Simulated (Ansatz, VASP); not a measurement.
# Zn: VASP beside Ansatz

Contents of INCAR:

```
PREC = Accurate
ENCUT = 520
EDIFF = 1E-6
ISMEAR = 0
SIGMA = 0.15
LREAL = F
LASPH = T
NELM = 60
ALGO = Fast
ISIF = 2
LWAVE = F
LCHARG = F
GGA = PE
NBANDS = 12
```

Contents of KPOINTS:

```
Automatic mesh
0
Gamma
  22 22 22
```

POSCAR

```
Zn
1.0
   -0.9343848768      1.6246388865      1.6246388865
    1.6246388865     -0.9343848768      1.6246388865
    1.6246388865      1.6246388865     -0.9343848768
Zn
1
Direct
    0.0000000000      0.0000000000      0.0000000000
```

Input for Ansatz:

```yaml
crystal:
  lattice:
    - [-0.9343848768, 1.6246388865, 1.6246388865]
    - [1.6246388865, -0.9343848768, 1.6246388865]
    - [1.6246388865, 1.6246388865, -0.9343848768]
  atoms:
    - { symbol: Zn, position: [0.0, 0.0, 0.0] }
basis:
  ecutwfc: 520.0
kpoints:
  mp_grid: { grid: [22, 22, 22] }
hamiltonian:
  xc: pbe
scf:
  occupations: { method: gaussian, width: 0.15 }
output:
  forces: true
  stress: true
  eigenvalues: true
```

Alike in both runs: task single point; functional PBE; k mesh 22 × 22 × 22; occupations gaussian, width 0.15 eV; no spin polarisation.

```csv
,VASP,Ansatz
version,VASP 6.6.1,Ansatz 0.2.0
potentials or method,"VASP PAW PBE potentials, release 64 (Zn), cutoff 520 eV","scalar-relativistic, plane waves, PAW"
valence electrons in the cell,12,12
```

Ansatz gave:

```
gap on the k mesh at the Fermi level (eV)                     : none
pressure (GPa)                                                : 13.3
traceless stress, the component that is largest in VASP (GPa) : -1.62
```

Which values does VASP return?

gap on the k mesh at the Fermi level (eV): none; pressure (GPa): 13.7; traceless stress, the component that is largest in VASP (GPa): -1.64.

A gap of «none» marks a metal or a gap that the smearing closes.
